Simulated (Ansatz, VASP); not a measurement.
# Ge4H in VASP and in Ansatz

INCAR

```
SYSTEM = Ge4H
PREC = Accurate ; ENCUT = 520
EDIFF = 1E-6 ; ISMEAR = 0
SIGMA = 0.1 ; LREAL = .False.
LASPH = .True. ; NELM = 60
ALGO = Normal ; ISIF = 2
LWAVE = .False. ; LCHARG = .True.
LDIPOL = .True. ; IDIPOL = 3
DIPOL = 0.5 0.5 0.328 ; GGA = PE
IVDW = 12 ; LELF = .True.
LVHAR = .True. ; LVACPOTAV = .True.
NBANDS = 36
```

The input KPOINTS:

```
Automatic mesh
0
Gamma
  7 7 1
  0 0 0
```

File POSCAR:

```
Ge4H
1.0
    4.0303587907      0.0000000000      0.0000000000
    0.0000000000      4.0303587907      0.0000000000
    0.0000000000      0.0000000000     21.6416627718
Ge H
4 1
Direct
    0.0000000000      0.5000000000      0.1848286817
    0.0000000000      0.0000000000      0.2506714513
    0.5000000000      0.0000000000      0.3196569899
    0.5000000000      0.5000000000      0.3854446333
    0.8750000000      0.5000000000      0.5009625594
```

Input for Ansatz:

```yaml
crystal:
  lattice:
    - [4.0303587907, 0.0, 0.0]
    - [0.0, 4.0303587907, 0.0]
    - [0.0, 0.0, 21.6416627718]
  atoms:
    - { symbol: Ge, position: [0.0, 0.5, 0.1848286817] }
    - { symbol: Ge, position: [0.0, 0.0, 0.2506714513] }
    - { symbol: Ge, position: [0.5, 0.0, 0.3196569899] }
    - { symbol: Ge, position: [0.5, 0.5, 0.3854446333] }
    - { symbol: H, position: [0.875, 0.5, 0.5009625594] }
basis:
  ecutwfc: 420
kpoints:
  mp_grid: { grid: [7, 7, 1] }
hamiltonian:
  xc: pbe
  pseudopotentials: { kind: paw, azcp: { folder: soft_1 } }
  dispersion: d3bj
scf:
  occupations: { method: gaussian, width: 0.1 }
output:
  forces: true
  eigenvalues: true
  write_density: true
  write_potential: true
  elf: true
  volumetric_format: npy
efield:
  axis: 3
  dipole_correction: true
  ramp_width: 0.04
```

Alike in both runs: task single point; functional PBE; dispersion D3(BJ); k mesh 7 × 7 × 1; occupations gaussian, width 0.1 eV; no spin polarisation.

|  | VASP | Ansatz |
| --- | --- | --- |
| version | VASP 6.6.1 | Ansatz 0.2.0 |
| potentials or method | VASP PAW PBE potentials, release 64 (Ge_d, H), cutoff 520 eV | scalar-relativistic, plane waves, PAW |
| valence electrons in the cell | 57 | 57 |

```csv
,VASP,Ansatz,Ansatz less VASP
gap on the k mesh at the Fermi level (eV),none,none,-
rms of the force components (eV/Å),0.457,0.457,-0.0003
"work function, face that differs most (eV)",4.97,4.97,-0.001
```

Atom by atom the forces differ by 0.001 eV/Å (rms over components). A gap of «none» marks a metal or a gap that the smearing closes. Ansatz's warnings: xc potential rough in thin density.
